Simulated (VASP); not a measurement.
# Ba3S (I4/mmm) in VASP: single point with PBE

Aim: the single point of Ba3S with PBE.

All numbers are computed with VASP 6.6.1; they aren't measurements. Logs are shortened: lines on timing, memory, paths and dates and some standing lists are left out, and cuts for length are marked.

### 1 The cell of the first run

It takes space group I4/mmm (No. 139, tetragonal). Conventional cell: a = 4.939 Å, b = 4.939 Å, c = 11.033 Å, α = 90.00°, β = 90.00°, γ = 90.00°. Within 4.6 Å of Ba (site symmetry 4/mmm) lie 4 S at 3.49 Å and 8 Ba at 3.70 Å. Ba (site symmetry -4m2) has 8 Ba at 3.49 to 3.70 Å and 4 S at 3.70 Å within 4.6 Å. S (site symmetry 4/mmm) has 12 Ba at 3.49 to 3.70 Å within 4.6 Å.

### 2 Single point, PBE

Contents of INCAR:

```
PREC     = Accurate       # precision mode
ENCUT    = 520            # plane-wave cutoff, eV
EDIFF    = 1E-7           # SCF threshold, eV
ISMEAR   = 0              # smearing method
SIGMA    = 0.1            # smearing width, eV
LREAL    = False          # projectors in reciprocal space
LASPH    = True           # aspherical terms in the spheres
NELM     = 100            # most SCF steps
ALGO     = Normal         # electronic algorithm
ISIF     = 2              # what is computed and relaxed
LWAVE    = False          # write WAVECAR
LCHARG   = True           # write CHGCAR
GGA      = PE             # functional
LELF     = True           # ELF
LVHAR    = True         
NBANDS   = 26             # bands
```

Contents of KPOINTS:

```
Automatic mesh
0
Gamma
  6 6 6
```

Contents of POSCAR:

```
Ba3S
1.0
   -2.4696850076      2.4696850076      5.5166989781
    2.4696850076     -2.4696850076      5.5166989781
    2.4696850076      2.4696850076     -5.5166989781
Ba S
3 1
Direct
    0.5000000000      0.5000000000      0.0000000000
    0.2500000000      0.7500000000      0.5000000000
    0.7500000000      0.2500000000      0.5000000000
    0.0000000000      0.0000000000      0.0000000000
```

Potentials or basis: VASP PAW PBE potentials, release 64 (Ba_sv, S).

Run with:

```
> cat potpaw_PBE.64/Ba_sv/POTCAR potpaw_PBE.64/S/POTCAR > POTCAR
> mpirun -np 1 vasp_std > vasp.out
```

OUTCAR:

```text
PREC = Accurate
   ENCUT = 520
   EDIFF = 1E-7
   ISMEAR = 0
   LREAL = False
   LASPH = True
   NELM = 100
   ISIF = 2
   GGA = PE

 ion  position               nearest neighbor table
   1  0.500  0.500  0.000-   4 3.49   4 3.49   4 3.49   4 3.49   3 3.70   2 3.70   3 3.70   3 3.70
                             2 3.70   2 3.70   3 3.70   2 3.70
   2  0.250  0.750  0.500-   3 3.49   3 3.49   3 3.49   3 3.49   4 3.70   1 3.70   4 3.70   1 3.70
                             4 3.70   4 3.70   1 3.70   1 3.70
   3  0.750  0.250  0.500-   2 3.49   2 3.49   2 3.49   2 3.49   4 3.70   1 3.70   4 3.70   4 3.70
                             1 3.70   1 3.70   4 3.70   1 3.70
   4  0.000  0.000  0.000-   1 3.49   1 3.49   1 3.49   1 3.49   3 3.70   2 3.70   3 3.70   2 3.70
                             3 3.70   3 3.70   2 3.70   2 3.70

  LATTYP: Found a body centered tetragonal cell.
 ALAT       =     4.9393700152
 C/A-ratio  =     2.2337662338

  Lattice vectors:

 A1 = (  -2.4696850076,   2.4696850076,   5.5166989781)
 A2 = (   2.4696850076,  -2.4696850076,   5.5166989781)
 A3 = (   2.4696850076,   2.4696850076,  -5.5166989781)

Analysis of symmetry for initial positions (statically):
=====================================================================
 Subroutine PRICEL returns:
 Original cell was already a primitive cell.

 Routine SETGRP: Setting up the symmetry group for a
 body centered tetragonal supercell.

 Subroutine GETGRP returns: Found 16 space group operations
 (whereof 16 operations were pure point group operations)
 out of a pool of 16 trial point group operations.

The static configuration has the point symmetry D_4h.

Analysis of symmetry for dynamics (positions and initial velocities):
=====================================================================
 Subroutine PRICEL returns:
 Original cell was already a primitive cell.

 Routine SETGRP: Setting up the symmetry group for a
 body centered tetragonal supercell.

 Subroutine GETGRP returns: Found 16 space group operations
 (whereof 16 operations were pure point group operations)
 out of a pool of 16 trial point group operations.

The dynamic configuration has the point symmetry D_4h.

 Subroutine INISYM returns: Found 16 space group operations
 (whereof 16 operations are pure point group operations),
 and found     1 'primitive' translations

----------------------------------------------------------------------------------------

                                     Primitive cell

  volume of cell :     134.5930

  direct lattice vectors                    reciprocal lattice vectors
    -2.469685008  2.469685008  5.516698978     0.000000000  0.202454968  0.090633910
     2.469685008 -2.469685008  5.516698978     0.202454968  0.000000000  0.090633910
     2.469685008  2.469685008 -5.516698978     0.202454968  0.202454968  0.000000000

  length of vectors
     6.529368705  6.529368705  6.529368705     0.221816410  0.221816410  0.286314562

  position of ions in fractional coordinates (direct lattice)
     0.500000000  0.500000000  0.000000000
     0.250000000  0.750000000  0.500000000
     0.750000000  0.250000000  0.500000000
     0.000000000  0.000000000  0.000000000

  ion indices of the primitive-cell ions
   primitive index   ion index
                 1           1
                 2           2
                 3           3
                 4           4

----------------------------------------------------------------------------------------

 KPOINTS: Automatic mesh

Automatic generation of k-mesh.
 Grid dimensions read from file:
 generate k-points for:    6    6    6

 Generating k-lattice:

  Cartesian coordinates                     Fractional coordinates (reciprocal lattice)
     0.000000000  0.033742495  0.015105652     0.166666667  0.000000000  0.000000000
     0.033742495  0.000000000  0.015105652     0.000000000  0.166666667  0.000000000
     0.033742495  0.033742495  0.000000000     0.000000000  0.000000000  0.166666667

  Length of vectors
     0.036969402  0.036969402  0.047719094

  Shift w.r.t. Gamma in fractional coordinates (k-lattice)
     0.000000000  0.000000000  0.000000000

 Subroutine IBZKPT returns following result:
 ===========================================

 Found     30 irreducible k-points:

 Following reciprocal coordinates:
            Coordinates               Weight
  0.000000  0.000000  0.000000      1.000000
  0.166667 -0.000000  0.000000      8.000000
  0.333333 -0.000000  0.000000      8.000000
  0.500000 -0.000000  0.000000      4.000000
  0.166667  0.166667  0.000000      8.000000
  0.333333  0.166667  0.000000     16.000000
[... 16 lines left out ...]
 -0.333333 -0.333333  0.166667      8.000000
 -0.166667 -0.333333  0.166667      8.000000
 [... further k-points ...]
   k-points           NKPTS =     30   k-points in BZ     NKDIM =     30   number of bands    NBANDS=     26
   number of dos      NEDOS =    301   number of ions     NIONS =      4
   total plane-waves  NPLWV = 125000
   dimension x,y,z NGX =    50 NGY =   50 NGZ =   50
   dimension x,y,z NGXF=   100 NGYF=  100 NGZF=  100
   ions per type =               3   1
   NGX,Y,Z   is equivalent  to a cutoff of  12.73, 12.73, 12.73 a.u.
   NGXF,Y,Z  is equivalent  to a cutoff of  25.46, 25.46, 25.46 a.u.
 SYSTEM =  unknown system
   PREC   = accura    normal or accurate (medium, high low for compatibility)
   ISTART =      0    job   : 0-new  1-cont  2-samecut
   ICHARG =      2    charge: 1-file 2-atom 10-const
   ISPIN  =      1    spin polarized calculation?
   LNONCOLLINEAR =      F non collinear calculations
   LSORBIT =      F    spin-orbit coupling
   LASPH  =      T    aspherical Exc in radial PAW
   ENCUT  =  520.0 eV  38.22 Ry    6.18 a.u.  12.14 12.14 12.14*2*pi/ulx,y,z
   NELM   =    100;   NELMIN=  2; NELMDL= -5     # of ELM steps
   EDIFF  = 0.1E-06   stopping-criterion for ELM
   LREAL  =      F    real-space projection
   EDIFFG = 0.1E-05   stopping-criterion for IOM
   NSW    =      0    number of steps for IOM
   IBRION =     -1    ionic relax: 0-MD 1-quasi-New 2-CG
   NFREE  =      0    steps in history (QN), initial steepest desc. (CG)
   ISIF   =      2    stress and relaxation
   ISYM   =      2    0-nonsym 1-usesym 2-fastsym
   POTIM  = 0.5000    time-step for ionic-motion
   TEBEG  =    0.0;   TEEND  =   0.0 temperature during run
   PSTRESS=    0.0 pullay stress
   NELECT =      36.0000    total number of electrons
   NUPDOWN=      -1.0000    fix difference up-down
   EMIN   =  10.00;   EMAX   =-10.00  energy-range for DOS
   EFERMI =   0.00;   METHOD = LEGACY
   ISMEAR =     0;   SIGMA  =   0.10  broadening in eV -4-tet -1-fermi 0-gaus
   EFERMI_NEDOS =   21; number of points for ismear=-14 and -15
   IALGO  =     38    algorithm
   IMIX   =      4    mixing-type and parameters
     AMIX     =   0.40;   BMIX     =  1.00
     AMIX_MAG =   1.60;   BMIX_MAG =  1.00
  volume/ion in A,a.u.               =      33.65       227.07
  Fermi-wavevector in a.u.,A,eV,Ry     =   1.054795  1.993274 15.137749  1.112593
  Thomas-Fermi vector in A             =   2.189969
   LORBIT       =      0    0 simple, 1 ext, 2 COOP (PROOUT), +10 PAW based schemes
   GGA     = PE    functional components
   LHFCALC =     F    Hartree Fock is set to
   AEXX    =    0.0000 exact exchange contribution
   IVDW    =     0    specifies the selected vdW correction
   LEPSILON=     F    determine dielectric tensor
   LRPA    =     F    only Hartree local field effects (RPA)
 non-spin polarized calculation
 Gauss-broadening in eV      SIGMA  =   0.10
  energy-cutoff  :      520.00
  volume of cell :      134.59
 maximum number of plane-waves:      3643
 NGX is ok and might be reduce to    50
   NGX = 25   NGY = 25   NGZ = 25

 number of electron      35.9999999 magnetization

 Free energy of the ion-electron system (eV)
  ---------------------------------------------------
  ext. energy  EPLUGINS =         0.00000000
  ---------------------------------------------------
  free energy    TOTEN  =       -10.97476494 eV

  energy without entropy =      -10.95027518  energy(sigma->0) =      -10.96252006

 E-fermi :   4.4314     XC(G=0):  -9.2184

 val. band max:        4.4229940355   @ k =  -0.3333   0.3333   0.0000
 cond. band min:       4.4339669715   @ k =   0.3333  -0.0000   0.0000
 fundamental gap:      0.0109729360
 Fermi energy:         4.4314358744

 k-point     1 :       0.0000    0.0000    0.0000
  band No.  band energies     occupation
      1     -24.5834      2.00000
      2     -24.1974      2.00000
      3     -24.0246      2.00000
      4     -10.5646      2.00000
      5     -10.2957      2.00000
      6     -10.2957      2.00000
[... 18 lines left out ...]
     25       6.2663      0.00000
     26       7.3346      0.00000

 k-point     2 :       0.1667   -0.0000    0.0000
  band No.  band energies     occupation
      1     -24.5478      2.00000
      2     -24.2040      2.00000
      3     -24.0551      2.00000
      4     -10.5383      2.00000
      5     -10.2263      2.00000
      6     -10.2216      2.00000
[... 18 lines left out ...]
     25       6.6644      0.00000
     26       7.6484      0.00000

 k-point     3 :       0.3333   -0.0000    0.0000
  band No.  band energies     occupation
      1     -24.4551      2.00000
      2     -24.2210      2.00000
      3     -24.1339      2.00000
      4     -10.4229      2.00000
      5     -10.2554      2.00000
      6     -10.0463      2.00000
[... 572 lines left out ...]
 k-point    23 :      -0.3333   -0.3333    0.1667
  band No.  band energies     occupation
      1     -24.4576      2.00000
      2     -24.2721      2.00000
      3     -24.0819      2.00000
      4     -10.5475      2.00000
      5     -10.3011      2.00000
      6     -10.1233      2.00000
[... 18 lines left out ...]
     25       7.2776      0.00000
     26       7.9867      0.00000

 k-point    24 :      -0.1667   -0.3333    0.1667
  band No.  band energies     occupation
      1     -24.5107      2.00000
      2     -24.2445      2.00000
      3     -24.0553      2.00000
      4     -10.3898      2.00000
      5     -10.3643      2.00000
      6     -10.3152      2.00000
[... 18 lines left out ...]
     25       7.2783      0.00000
     26       7.8072      0.00000

 [... further k-points ...]

------------------------ aborting loop because EDIFF is reached ----------------------------------------

  FORCE on cell =-STRESS in cart. coord.  units (eV):
  Direction    XX          YY          ZZ          XY          YZ          ZX
  --------------------------------------------------------------------------------------
  -------------------------------------------------------------------------------------
  Total        2.1825645      2.1825645      3.6830220      0.0000000     -0.0000000      0.0000000
  in kB       25.9809637     25.9809637     43.8422146      0.0000000     -0.0000000      0.0000000
  external PRESSURE =      31.9347140 kB  Pullay stress =       0.0000000 kB

 VOLUME and BASIS-vectors are now :
 -----------------------------------------------------------------------------
  energy-cutoff  :      520.00
  volume of cell :      134.59
      direct lattice vectors                 reciprocal lattice vectors
    -2.469685008  2.469685008  5.516698978     0.000000000  0.202454968  0.090633910
     2.469685008 -2.469685008  5.516698978     0.202454968  0.000000000  0.090633910
     2.469685008  2.469685008 -5.516698978     0.202454968  0.202454968  0.000000000

 POSITION                                       TOTAL-FORCE (eV/Angst)
 -----------------------------------------------------------------------------------
      0.00000      0.00000      5.51670         0.000000      0.000000     -0.000000
      2.46969      0.00000      2.75835        -0.000000     -0.000000      0.000000
      0.00000      2.46969      2.75835        -0.000000      0.000000      0.000000
      0.00000      0.00000      0.00000         0.000000      0.000000     -0.000000
 -----------------------------------------------------------------------------------
    total drift:                               -0.000000      0.000000      0.000000

  FREE ENERGIE OF THE ION-ELECTRON SYSTEM (eV)
  ---------------------------------------------------
  free  energy   TOTEN  =       -10.9747649424 eV

  energy  without entropy=      -10.9502751823  energy(sigma->0) =      -10.96252006
```

Wall time 3.6 min (1 thread of AMD EPYC 7R43 (Zen 3), shared host); peak memory 0.34 GiB.

Results:

| Property | Result |
| --- | --- |
| Free energy | -10.9748 eV |
| Pressure | 3.2 GPa |
| Band gap on the k mesh | zero (bands 18 and 19 overlap by 1.33 eV) |

Caveat: the cell stands under pressure; spin-orbit coupling is left out, which moves the levels of the heavy elements.
